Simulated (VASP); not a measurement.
# SnSe (P6_3/mmc) in VASP: notebook

SnSe is run at these levels: r2SCAN; tasks: single point.

Program: VASP 6.6.1. These are calculated values, not measurements. Logs are shortened: lines on timing, memory, paths and dates and some standing lists are left out, and cuts for length are marked.

## 1. The cell of the first run

Symmetry: P6_3/mmc, No. 194, hexagonal system. The conventional cell has a = 5.013 Å, b = 5.013 Å, c = 6.012 Å, α = 90.00°, β = 90.00°, γ = 120.00°. Sn (site symmetry -6m2) has 5 Se at 2.89 to 3.01 Å within 3.8 Å. Within 3.8 Å of Se (site symmetry -6m2) lie 5 Sn at 2.89 to 3.01 Å.

## 2. Single point, r2SCAN (volume changed by -3%)

The input, POSCAR:

```
SnSe
1.0
    5.0132955447      0.0000000000      0.0000000000
   -2.5066477724      4.3416412983      0.0000000000
    0.0000000000      0.0000000000      6.0120357321
Sn Se
2 2
Direct
    0.3333333333      0.6666666667      0.2500000000
    0.6666666667      0.3333333333      0.7500000000
    0.6666666667      0.3333333333      0.2500000000
    0.3333333333      0.6666666667      0.7500000000
```

The input, INCAR.step1:

```
PREC     = Accurate       # precision mode
ENCUT    = 550            # plane-wave cutoff, eV
ISMEAR   = 0              # smearing method
SIGMA    = 0.01           # smearing width, eV
LREAL    = False          # projectors in reciprocal space
LASPH    = True           # aspherical terms in the spheres
NELM     = 120            # most SCF steps
NBANDS   = 28             # bands
GGA      = PE             # functional
ALGO     = Normal         # electronic algorithm
EDIFF    = 1E-5           # SCF threshold, eV
LWAVE    = True           # write WAVECAR
LCHARG   = False          # write CHGCAR
GGA_COMPAT= False
```

The input, INCAR.step2:

```
PREC     = Accurate       # precision mode
ENCUT    = 550            # plane-wave cutoff, eV
EDIFF    = 1E-6           # SCF threshold, eV
ISMEAR   = 0              # smearing method
SIGMA    = 0.01           # smearing width, eV
LREAL    = False          # projectors in reciprocal space
LASPH    = True           # aspherical terms in the spheres
NELM     = 120            # most SCF steps
ALGO     = Normal         # electronic algorithm
ISIF     = 2              # what is computed and relaxed
LWAVE    = False          # write WAVECAR
LCHARG   = False          # write CHGCAR
METAGGA  = R2SCAN         # meta-GGA
LMIXTAU  = True         
NBANDS   = 28             # bands
ISTART   = 1            
GGA_COMPAT= False
```

The input, KPOINTS:

```
regular mesh
0
Gamma
  6 6 4
```

Potentials or basis: VASP PAW PBE potentials, release 64 (Sn_d, Se).

Launch:

```sh
> cat potpaw_PBE.64/Sn_d/POTCAR potpaw_PBE.64/Se/POTCAR > POTCAR
> cp INCAR.step1 INCAR
> mpirun -np 1 vasp_std > vasp.out
> cp INCAR.step2 INCAR
> mpirun -np 1 vasp_std > vasp.out
```

OUTCAR:

```text
PREC = Accurate
   ENCUT = 550
   EDIFF = 1E-6
   ISMEAR = 0
   LREAL = False
   LASPH = True
   NELM = 120
   ISIF = 2
   METAGGA = R2SCAN
   ISTART = 1

 ion  position               nearest neighbor table
   1  0.333  0.667  0.250-   3 2.89   3 2.89   3 2.89   4 3.01   4 3.01
   2  0.667  0.333  0.750-   4 2.89   4 2.89   4 2.89   3 3.01   3 3.01
   3  0.667  0.333  0.250-   1 2.89   1 2.89   1 2.89   2 3.01   2 3.01
   4  0.333  0.667  0.750-   2 2.89   2 2.89   2 2.89   1 3.01   1 3.01

  LATTYP: Found a hexagonal cell.
 ALAT       =     5.0132955447
 C/A-ratio  =     1.1992182943

  Lattice vectors:

 A1 = (   5.0132955447,   0.0000000000,   0.0000000000)
 A2 = (  -2.5066477724,   4.3416412983,   0.0000000000)
 A3 = (   0.0000000000,   0.0000000000,   6.0120357321)

Analysis of symmetry for initial positions (statically):
=====================================================================
 Subroutine PRICEL returns:
 Original cell was already a primitive cell.

 Routine SETGRP: Setting up the symmetry group for a
 hexagonal supercell.

 Subroutine GETGRP returns: Found 24 space group operations
 (whereof 12 operations were pure point group operations)
 out of a pool of 24 trial point group operations.

The static configuration has the point symmetry D_3d.
 The point group associated with its full space group is D_6h.

Analysis of symmetry for dynamics (positions and initial velocities):
=====================================================================
 Subroutine PRICEL returns:
 Original cell was already a primitive cell.

 Routine SETGRP: Setting up the symmetry group for a
 hexagonal supercell.

 Subroutine GETGRP returns: Found 24 space group operations
 (whereof 12 operations were pure point group operations)
 out of a pool of 24 trial point group operations.

The dynamic configuration has the point symmetry D_3d.
 The point group associated with its full space group is D_6h.

 Subroutine INISYM returns: Found 24 space group operations
 (whereof 12 operations are pure point group operations),
 and found     1 'primitive' translations

----------------------------------------------------------------------------------------

[... 87 lines left out ...]
   LNONCOLLINEAR =      F non collinear calculations
   LSORBIT =      F    spin-orbit coupling
   LASPH  =      T    aspherical Exc in radial PAW
   ENCUT  =  550.0 eV  40.42 Ry    6.36 a.u.   9.59  9.59 11.50*2*pi/ulx,y,z
   NELM   =    120;   NELMIN=  2; NELMDL=  0     # of ELM steps
   EDIFF  = 0.1E-05   stopping-criterion for ELM
   LREAL  =      F    real-space projection
   EDIFFG = 0.1E-04   stopping-criterion for IOM
   NSW    =      0    number of steps for IOM
   IBRION =     -1    ionic relax: 0-MD 1-quasi-New 2-CG
   NFREE  =      0    steps in history (QN), initial steepest desc. (CG)
   ISIF   =      2    stress and relaxation
   ISYM   =      2    0-nonsym 1-usesym 2-fastsym
   POTIM  = 0.5000    time-step for ionic-motion
   TEBEG  =    0.0;   TEEND  =   0.0 temperature during run
   PSTRESS=    0.0 pullay stress
   NELECT =      40.0000    total number of electrons
   NUPDOWN=      -1.0000    fix difference up-down
   EMIN   =  10.00;   EMAX   =-10.00  energy-range for DOS
   EFERMI =   0.00;   METHOD = LEGACY
   ISMEAR =     0;   SIGMA  =   0.01  broadening in eV -4-tet -1-fermi 0-gaus
   EFERMI_NEDOS =   21; number of points for ismear=-14 and -15
   IALGO  =     38    algorithm
   IMIX   =      4    mixing-type and parameters
     AMIX     =   0.40;   BMIX     =  1.00
     AMIX_MAG =   1.60;   BMIX_MAG =  1.00
  volume/ion in A,a.u.               =      32.71       220.77
  Fermi-wavevector in a.u.,A,eV,Ry     =   1.102796  2.083982 16.546851  1.216159
  Thomas-Fermi vector in A             =   2.239244
   LORBIT       =      0    0 simple, 1 ext, 2 COOP (PROOUT), +10 PAW based schemes
   METAGGA = R2SCAN    functional components
   LHFCALC =     F    Hartree Fock is set to
   AEXX    =    0.0000 exact exchange contribution
   IVDW    =     0    specifies the selected vdW correction
   LEPSILON=     F    determine dielectric tensor
   LRPA    =     F    only Hartree local field effects (RPA)
 non-spin polarized calculation
 Gauss-broadening in eV      SIGMA  =   0.01
  energy-cutoff  :      550.00
  volume of cell :      130.86
 maximum number of plane-waves:      3874
 NGX is ok and might be reduce to    40
   NGX = 19   NGY = 19   NGZ = 23

 number of electron      40.0000001 magnetization

 Free energy of the ion-electron system (eV)
  ---------------------------------------------------
  ext. energy  EPLUGINS =         0.00000000
  ---------------------------------------------------
  free energy    TOTEN  =       -79.17196768 eV

  energy without entropy =      -79.17196768  energy(sigma->0) =      -79.17196768

 E-fermi :   4.4590     XC(G=0):  -9.0755

 val. band max:        4.4059514642   @ k =   0.3333   0.3333   0.5000
 cond. band min:       4.9043121274   @ k =   0.3333   0.3333   0.5000
 fundamental gap:      0.4983606632
 Fermi energy:         4.4589810018

 k-point     1 :       0.0000    0.0000    0.0000
  band No.  band energies     occupation
      1     -18.4227      2.00000
      2     -18.3987      2.00000
      3     -18.3987      2.00000
      4     -18.3982      2.00000
      5     -18.3982      2.00000
      6     -18.3915      2.00000
[... 640 lines left out ...]
     27      10.2237      0.00000
     28      10.2237      0.00000

------------------------ aborting loop because EDIFF is reached ----------------------------------------

  FORCE on cell =-STRESS in cart. coord.  units (eV):
  Direction    XX          YY          ZZ          XY          YZ          ZX
  --------------------------------------------------------------------------------------
  -------------------------------------------------------------------------------------
  Total        1.0471926      1.0471926      1.1028096     -0.0000000      0.0000000      0.0000000
  in kB       12.8214859     12.8214859     13.5024418     -0.0000000      0.0000000      0.0000000
  external PRESSURE =      13.0484712 kB  Pullay stress =       0.0000000 kB

 VOLUME and BASIS-vectors are now :
 -----------------------------------------------------------------------------
  energy-cutoff  :      550.00
  volume of cell :      130.86
      direct lattice vectors                 reciprocal lattice vectors
     5.013295545  0.000000000  0.000000000     0.199469589  0.115163821  0.000000000
    -2.506647772  4.341641298  0.000000000     0.000000000  0.230327641  0.000000000
     0.000000000  0.000000000  6.012035732     0.000000000  0.000000000  0.166333010

 POSITION                                       TOTAL-FORCE (eV/Angst)
 -----------------------------------------------------------------------------------
     -0.00000      2.89443      1.50301         0.000000     -0.000000     -0.000000
      2.50665      1.44721      4.50903        -0.000000      0.000000     -0.000000
      2.50665      1.44721      1.50301        -0.000000     -0.000000      0.000000
     -0.00000      2.89443      4.50903         0.000000      0.000000      0.000000
 -----------------------------------------------------------------------------------
    total drift:                                0.000000     -0.000000     -0.000000

  FREE ENERGIE OF THE ION-ELECTRON SYSTEM (eV)
  ---------------------------------------------------
  free  energy   TOTEN  =       -79.1719676787 eV

  energy  without entropy=      -79.1719676787  energy(sigma->0) =      -79.17196768
```

OUTCAR.step1:

```text
PREC = Accurate
   ENCUT = 550
   ISMEAR = 0
   LREAL = False
   LASPH = True
[... 876 lines left out ...]
     -0.00000      2.89443      1.50301         0.000000     -0.000000     -0.000000
      2.50665      1.44721      4.50903         0.000000      0.000000      0.000000
      2.50665      1.44721      1.50301        -0.000000      0.000000      0.000000
     -0.00000      2.89443      4.50903         0.000000     -0.000000      0.000000
 -----------------------------------------------------------------------------------
    total drift:                                0.000000     -0.000000     -0.000000

  FREE ENERGIE OF THE ION-ELECTRON SYSTEM (eV)
  ---------------------------------------------------
  free  energy   TOTEN  =       -15.9721629759 eV

  energy  without entropy=      -15.9721629759  energy(sigma->0) =      -15.97216298
```

Wall time 4.2 min (1 thread of Intel Xeon Platinum 8259CL at 2.50GHz (Skylake/Cascade Lake), shared host); peak memory 0.33 GiB.

What came out:

| Quantity | Value |
| --- | --- |
| Free energy | -79.1720 eV |
| Pressure | 1.3 GPa |
| Band gap on the k mesh | 0.50 eV, direct |

Levels at points of the mesh, in eV from the valence-band top:
| k point | band 16 | band 17 | band 18 | band 19 | band 20 | band 21 | band 22 | band 23 | band 24 | band 25 |
| --- | --- | --- | --- | --- | --- | --- | --- | --- | --- | --- |
| (0.00, 0.00, 0.00) | -4.37 | -4.37 | -3.02 | -3.02 | -2.91 | 0.80 | 0.80 | 2.48 | 2.48 | 4.24 |
| (0.50, 0.00, 0.00) | -5.04 | -4.11 | -3.40 | -2.86 | -1.14 | 2.11 | 2.85 | 3.44 | 3.56 | 4.60 |
| (0.00, 0.00, 0.50) | -3.73 | -3.73 | -3.73 | -1.98 | -1.98 | 1.25 | 1.25 | 1.25 | 1.25 | 1.80 |
| (0.50, 0.00, 0.50) | -4.32 | -2.98 | -2.98 | -1.06 | -1.06 | 0.68 | 0.68 | 2.54 | 2.54 | 3.72 |

Caveat: the cell differs from its parent crystal (volume changed by -3%); the PAW data sets were made with another functional, which shifts forces and pressure a little; spin-orbit coupling is left out, which moves the levels of the heavy elements.

## 3. Single point, r2SCAN

This run uses another cell than the first one, of 33.73 Å³/atom, 1.031 times its volume.

The input, POSCAR:

```
SnSe
1.0
    5.0644551551      0.0000000000      0.0000000000
   -2.5322275776      4.3859468206      0.0000000000
    0.0000000000      0.0000000000      6.0733872729
Sn Se
2 2
Direct
    0.3333333333      0.6666666667      0.2500000000
    0.6666666667      0.3333333333      0.7500000000
    0.6666666667      0.3333333333      0.2500000000
    0.3333333333      0.6666666667      0.7500000000
```

The input, INCAR.step1:

```
  PREC = Accurate
  ENCUT = 550
  ISMEAR = 0
  SIGMA = 0.01
  LREAL = F
  LASPH = T
  NELM = 120
  NBANDS = 28
  GGA = PE
  ALGO = Normal
  EDIFF = 1E-5
  LWAVE = T
  LCHARG = F
  GGA_COMPAT = F
```

The input, INCAR.step2:

```
  PREC = Accurate
  ENCUT = 550
  EDIFF = 1E-6
  ISMEAR = 0
  SIGMA = 0.01
  LREAL = F
  LASPH = T
  NELM = 120
  ALGO = Normal
  ISIF = 2
  LWAVE = F
  LCHARG = F
  METAGGA = R2SCAN
  LMIXTAU = T
  NBANDS = 28
  ISTART = 1
  GGA_COMPAT = F
```

The input, KPOINTS:

```
Automatic mesh
0
Gamma
  6 6 4
```

Potentials or basis: VASP PAW PBE potentials, release 64 (Sn_d, Se).

Launch:

```sh
> cat potpaw_PBE.64/Sn_d/POTCAR potpaw_PBE.64/Se/POTCAR > POTCAR
> cp INCAR.step1 INCAR
> mpirun -np 1 vasp_std > vasp.out
> cp INCAR.step2 INCAR
> mpirun -np 1 vasp_std > vasp.out
```

OUTCAR:

```text
PREC = Accurate
   ENCUT = 550
   EDIFF = 1E-6
   ISMEAR = 0
   LREAL = F
   LASPH = T
   NELM = 120
   ISIF = 2
   METAGGA = R2SCAN
   ISTART = 1

 ion  position               nearest neighbor table
   1  0.333  0.667  0.250-   3 2.92   3 2.92   3 2.92   4 3.04   4 3.04
   2  0.667  0.333  0.750-   4 2.92   4 2.92   4 2.92   3 3.04   3 3.04
   3  0.667  0.333  0.250-   1 2.92   1 2.92   1 2.92   2 3.04   2 3.04
   4  0.333  0.667  0.750-   2 2.92   2 2.92   2 2.92   1 3.04   1 3.04

  LATTYP: Found a hexagonal cell.
 ALAT       =     5.0644551551
 C/A-ratio  =     1.1992182943

  Lattice vectors:

 A1 = (   5.0644551551,   0.0000000000,   0.0000000000)
 A2 = (  -2.5322275776,   4.3859468206,   0.0000000000)
 A3 = (   0.0000000000,   0.0000000000,   6.0733872729)

Analysis of symmetry for initial positions (statically):
=====================================================================
 Subroutine PRICEL returns:
 Original cell was already a primitive cell.

 Routine SETGRP: Setting up the symmetry group for a
 hexagonal supercell.

 Subroutine GETGRP returns: Found 24 space group operations
 (whereof 12 operations were pure point group operations)
 out of a pool of 24 trial point group operations.

The static configuration has the point symmetry D_3d.
 The point group associated with its full space group is D_6h.

Analysis of symmetry for dynamics (positions and initial velocities):
=====================================================================
 Subroutine PRICEL returns:
 Original cell was already a primitive cell.

 Routine SETGRP: Setting up the symmetry group for a
 hexagonal supercell.

 Subroutine GETGRP returns: Found 24 space group operations
 (whereof 12 operations were pure point group operations)
[... 118 lines left out ...]
   ISMEAR =     0;   SIGMA  =   0.01  broadening in eV -4-tet -1-fermi 0-gaus
   EFERMI_NEDOS =   21; number of points for ismear=-14 and -15
   IALGO  =     38    algorithm
   IMIX   =      4    mixing-type and parameters
     AMIX     =   0.40;   BMIX     =  1.00
     AMIX_MAG =   1.60;   BMIX_MAG =  1.00
  volume/ion in A,a.u.               =      33.73       227.60
  Fermi-wavevector in a.u.,A,eV,Ry     =   1.091656  2.062931 16.214237  1.191713
  Thomas-Fermi vector in A             =   2.227906
   LORBIT       =      0    0 simple, 1 ext, 2 COOP (PROOUT), +10 PAW based schemes
   METAGGA = R2SCAN    functional components
   LHFCALC =     F    Hartree Fock is set to
   AEXX    =    0.0000 exact exchange contribution
   IVDW    =     0    specifies the selected vdW correction
   LEPSILON=     F    determine dielectric tensor
   LRPA    =     F    only Hartree local field effects (RPA)
 non-spin polarized calculation
 Gauss-broadening in eV      SIGMA  =   0.01
  energy-cutoff  :      550.00
  volume of cell :      134.90
 maximum number of plane-waves:      3990
 NGX is ok and might be reduce to    40
   NGX = 19   NGY = 19   NGZ = 23

 number of electron      40.0000009 magnetization

 Free energy of the ion-electron system (eV)
  ---------------------------------------------------
  ext. energy  EPLUGINS =         0.00000000
  ---------------------------------------------------
  free energy    TOTEN  =       -79.18875109 eV

  energy without entropy =      -79.18875109  energy(sigma->0) =      -79.18875109

 E-fermi :   4.0938     XC(G=0):  -8.9367

 val. band max:        4.0286746262   @ k =   0.3333   0.3333   0.5000
 cond. band min:       4.6067879111   @ k =   0.3333   0.3333   0.5000
 fundamental gap:      0.5781132849
 Fermi energy:         4.0937643323

 k-point     1 :       0.0000    0.0000    0.0000
  band No.  band energies     occupation
      1     -18.7133      2.00000
      2     -18.6922      2.00000
      3     -18.6922      2.00000
      4     -18.6918      2.00000
      5     -18.6918      2.00000
      6     -18.6876      2.00000
[... 640 lines left out ...]
     27       9.8560      0.00000
     28       9.8560      0.00000

------------------------ aborting loop because EDIFF is reached ----------------------------------------

  FORCE on cell =-STRESS in cart. coord.  units (eV):
  Direction    XX          YY          ZZ          XY          YZ          ZX
  --------------------------------------------------------------------------------------
  -------------------------------------------------------------------------------------
  Total       -0.0045368     -0.0045368     -0.0168169      0.0000000      0.0000000      0.0000000
  in kB       -0.0538801     -0.0538801     -0.1997233      0.0000000      0.0000000      0.0000000
  external PRESSURE =      -0.1024945 kB  Pullay stress =       0.0000000 kB

 VOLUME and BASIS-vectors are now :
 -----------------------------------------------------------------------------
  energy-cutoff  :      550.00
  volume of cell :      134.90
      direct lattice vectors                 reciprocal lattice vectors
     5.064455155  0.000000000  0.000000000     0.197454607  0.114000470  0.000000000
    -2.532227578  4.385946821  0.000000000     0.000000000  0.228000940  0.000000000
     0.000000000  0.000000000  6.073387273     0.000000000  0.000000000  0.164652764

 POSITION                                       TOTAL-FORCE (eV/Angst)
 -----------------------------------------------------------------------------------
     -0.00000      2.92396      1.51835         0.000000     -0.000000     -0.000000
      2.53223      1.46198      4.55504        -0.000000      0.000000      0.000000
      2.53223      1.46198      1.51835         0.000000     -0.000000      0.000000
     -0.00000      2.92396      4.55504        -0.000000      0.000000      0.000000
 -----------------------------------------------------------------------------------
    total drift:                               -0.000000     -0.000000     -0.000000

  FREE ENERGIE OF THE ION-ELECTRON SYSTEM (eV)
  ---------------------------------------------------
  free  energy   TOTEN  =       -79.1887510943 eV

  energy  without entropy=      -79.1887510943  energy(sigma->0) =      -79.18875109
```

OUTCAR.step1:

```text
PREC = Accurate
   ENCUT = 550
   ISMEAR = 0
   LREAL = F
[... 877 lines left out ...]
     -0.00000      2.92396      1.51835         0.000000     -0.000000     -0.000000
      2.53223      1.46198      4.55504         0.000000      0.000000      0.000000
      2.53223      1.46198      1.51835        -0.000000      0.000000     -0.000000
     -0.00000      2.92396      4.55504         0.000000     -0.000000     -0.000000
 -----------------------------------------------------------------------------------
    total drift:                               -0.000000     -0.000000     -0.000000

  FREE ENERGIE OF THE ION-ELECTRON SYSTEM (eV)
  ---------------------------------------------------
  free  energy   TOTEN  =       -16.0112692721 eV

  energy  without entropy=      -16.0112692721  energy(sigma->0) =      -16.01126927
```

It took 4.1 min on 1 thread of Intel Xeon Platinum 8259CL at 2.50GHz (Skylake/Cascade Lake), shared host; peak memory 0.33 GiB.

Results:

- Free energy: -79.1888 eV
- Pressure: 0.0 GPa
- Band gap on the k mesh: 0.58 eV, direct

Caveat: the PAW data sets were made with another functional, which shifts forces and pressure a little; spin-orbit coupling is left out, which moves the levels of the heavy elements. A k mesh can miss the band edges.

(Part 1 of 2 ends here.)
